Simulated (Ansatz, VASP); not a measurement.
**Two plane-wave programs on Al32N**

```
Al N
1.0
     8.10000    0.00000    0.00000
     0.00000    8.10000    0.00000
     0.00000    0.00000    8.10000
Al N
32 1
Direct
  0.49987 0.99963 0.99991
  0.75030 0.25003 0.99991
  0.74872 0.00123 0.24874
  0.99992 0.00211 0.99993
  0.24951 0.25003 0.99991
  0.49987 0.50042 0.99991
  0.74782 0.75002 0.99993
  0.25106 0.00115 0.24882
  0.49987 0.25003 0.25033
  0.74874 0.49883 0.24876
  0.49991 0.00211 0.49994
  0.74782 0.25003 0.49994
  0.74877 0.00118 0.75110
  0.99992 0.49795 0.99993
  0.25197 0.75002 0.99993
  0.99992 0.25002 0.24785
  0.25104 0.49891 0.24884
  0.49991 0.75002 0.24784
  0.99988 0.00561 0.49991
  0.25196 0.25003 0.49994
  0.49991 0.49795 0.49994
  0.74422 0.75003 0.49991
  0.25100 0.00110 0.75102
  0.49987 0.25003 0.74954
  0.74879 0.49888 0.75108
  0.99988 0.75003 0.24429
  0.99988 0.49450 0.49991
  0.25535 0.75003 0.49991
  0.99992 0.25003 0.75200
  0.25099 0.49896 0.75101
  0.49990 0.75002 0.75200
  0.99988 0.75003 0.75541
  0.99959 0.75010 0.49972
```

Alike in both runs: functional PBE; k mesh 3 × 3 × 3; occupations gaussian, width 0.1 eV; no spin polarisation.

Ansatz relaxed the structure, and its values are those at the end. VASP's run is a single point on that final structure, the one shown.

|  | VASP | Ansatz |
| --- | --- | --- |
| version | VASP 6.6.1 | Ansatz 0.2.0 |
| potentials or method | VASP PAW PBE potentials, release 64 (Al, N), cutoff 520 eV | scalar-relativistic, plane waves, PAW |
| valence electrons in the cell | 101 | 101 |

Ansatz gave:

- rms of the force components (eV/Å): 0.001

Task: Estimate VASP's values.

Result: rms of the force components (eV/Å): 0.004.

With one functional, cell and mesh, what is left measures potentials, basis and numerics.
